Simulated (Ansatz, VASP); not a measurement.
# One calculation of BaRu3, two programs

INCAR

```
PREC = Accurate
ENCUT = 520
EDIFF = 1E-7
ISMEAR = 0
SIGMA = 0.05
LREAL = F
LASPH = T
NELM = 80
ALGO = Fast
ISIF = 2
LWAVE = F
LCHARG = F
GGA = PS
NBANDS = 34
```

KPOINTS

```
Automatic mesh
0
Gamma
  8 8 8
```

The input POSCAR:

```
BaRu3
1.0
    4.0416242391      0.0000000000      0.0000000000
    0.0000000000      4.0416242391      0.0000000000
    0.0000000000      0.0000000000      4.0416242391
Ba Ru
1 3
Direct
    0.0000000000      0.0000000000      0.0000000000
    0.0000000000      0.5000000000      0.5000000000
    0.5000000000      0.5000000000      0.0000000000
    0.5000000000      0.0000000000      0.5000000000
```

Input for Ansatz:

```yaml
crystal:
  lattice:
    - [4.0416242391, 0.0, 0.0]
    - [0.0, 4.0416242391, 0.0]
    - [0.0, 0.0, 4.0416242391]
  atoms:
    - { symbol: Ba, position: [0.0, 0.0, 0.0] }
    - { symbol: Ru, position: [0.0, 0.5, 0.5] }
    - { symbol: Ru, position: [0.5, 0.5, 0.0] }
    - { symbol: Ru, position: [0.5, 0.0, 0.5] }
basis:
  ecutwfc: 420
  ecutrho_ratio: 4
kpoints:
  mp_grid: { grid: [8, 8, 8] }
hamiltonian:
  xc: pbesol
scf:
  occupations: { method: gaussian, width: 0.05 }
output:
  forces: true
  stress: true
  eigenvalues: true
```

Alike in both runs: task single point; functional PBEsol; k mesh 8 × 8 × 8; occupations gaussian, width 0.05 eV; no spin polarisation.

|  | VASP | Ansatz |
| --- | --- | --- |
| version | VASP 6.6.1 | Ansatz 0.2.0 |
| potentials or method | VASP PAW PBE potentials, release 64 (Ba_sv, Ru_pv), cutoff 520 eV | scalar-relativistic, plane waves, PAW |
| valence electrons in the cell | 52 | 58 |

|  | VASP | Ansatz | Ansatz less VASP |
| --- | --- | --- | --- |
| gap on the k mesh at the Fermi level (eV) | none | none | - |
| pressure (GPa) | 9.2 | 2.9 | -6.31 |

VASP's potentials were made for PBE, not for PBEsol. A gap of «none» marks a metal or a gap that the smearing closes. One of these differences is far larger than is usual between the two programs; its cause wasn't traced. With one functional, cell and mesh, what is left measures potentials, basis and numerics. VASP's potentials hold 52 valence electrons a cell and Ansatz's 58, so a difference there can come from the potentials and not from the codes.

Spin-orbit coupling is off throughout.
